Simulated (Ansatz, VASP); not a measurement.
## Ta4C3: VASP beside Ansatz

```
CELL_PARAMETERS angstrom
4.42479 0.00000 0.00000
0.00000 4.42479 0.00000
0.00000 0.00000 4.42479
ATOMIC_POSITIONS crystal
Ta 0.00000 0.50000 0.50000
Ta 0.50000 0.00000 0.50000
Ta 0.50000 0.50000 0.00000
Ta 0.00000 0.00000 0.00000
C 0.50000 0.00000 0.03390
C 0.00000 0.50000 0.03390
C 0.00000 0.00000 0.53390
```

Change from the starting cell: all C atoms moved -0.150 Å, as atom 5 towards its neighbour atom 2 (Ta) at 2.212 Å.

Alike in both runs: task single point; functional r2SCAN; k mesh 10 × 10 × 10; occupations gaussian, width 0.15 eV; no spin polarisation.

|  | VASP | Ansatz |
| --- | --- | --- |
| version | VASP 6.6.1 | Ansatz 0.2.0 |
| potentials or method | VASP PAW PBE potentials, release 64 (Ta_pv, C), cutoff 520 eV | scalar-relativistic, plane waves, PAW |
| valence electrons in the cell | 56 | 64 |

VASP gave:

```
gap on the k mesh at the Fermi level (eV)                     : none
pressure (GPa)                                                : 3.8
traceless stress, the component that is largest in VASP (GPa) : 5.93
rms of the force components (eV/Å)                            : 1.051
```

Estimate Ansatz's values.

gap on the k mesh at the Fermi level (eV): none; pressure (GPa): 2.7; traceless stress, the component that is largest in VASP (GPa): 5.79; rms of the force components (eV/Å): 1.048.

VASP's potentials were made for PBE, not for r2SCAN. Atom by atom the forces differ by 0.003 eV/Å (rms over components). A gap of «none» marks a metal or a gap that the smearing closes. With one functional, cell and mesh, what is left measures potentials, basis and numerics. VASP's potentials hold 56 valence electrons a cell and Ansatz's 64, so a difference there can come from the potentials and not from the codes.

Neither program's run includes spin-orbit coupling.
